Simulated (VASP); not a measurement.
A run of VASP 6.6.1 is set up as follows.

Contents of INCAR:

```
ALGO     = Normal         # electronic algorithm
EDIFF    = 1E-7           # SCF threshold, eV
ENCUT    = 520            # plane-wave cutoff, eV
GGA      = PS             # functional
ISIF     = 2              # what is computed and relaxed
ISMEAR   = 0              # smearing method
LASPH    = T              # aspherical terms in the spheres
LCHARG   = F              # write CHGCAR
LREAL    = F              # projectors in reciprocal space
LWAVE    = F              # write WAVECAR
NBANDS   = 27             # bands
NELM     = 100            # most SCF steps
PREC     = Accurate       # precision mode
SIGMA    = 0.03           # smearing width, eV
```

The input KPOINTS:

```
k-points
0
Gamma
  12 12 4
```

POSCAR

```
InO
1.0
    3.5009294590      0.0000000000      0.0000000000
   -1.7504647295      3.0318938484      0.0000000000
    0.0000000000      0.0000000000     15.4508366886
In O
2 2
Direct
    0.6666666667      0.3333333333      0.5900210000
    0.6666666667      0.3333333333      0.4099790000
    0.0000000000      0.0000000000      0.6398670000
    0.0000000000      0.0000000000      0.3601330000
```

Potentials or basis: VASP PAW PBE potentials, release 64 (In_d, O).

The run is started by

```console
$ cat potpaw_PBE.64/In_d/POTCAR potpaw_PBE.64/O/POTCAR > POTCAR
$ mpirun -np 1 vasp_std > vasp.out
```

What does it give for the largest force?

0.447 eV/Å.

Predict the band gap on the k mesh.

0.40 eV, indirect (least direct gap 0.98 eV).

Forces on the atoms (eV/Å):
```
In   0.000  0.000  0.447
In   0.000  0.000 -0.447
O    0.000  0.000 -0.288
O    0.000  0.000  0.288
```

Caveat: the PAW data sets were made with another functional, which shifts forces and pressure a little; spin-orbit coupling is left out, which moves the levels of the heavy elements.
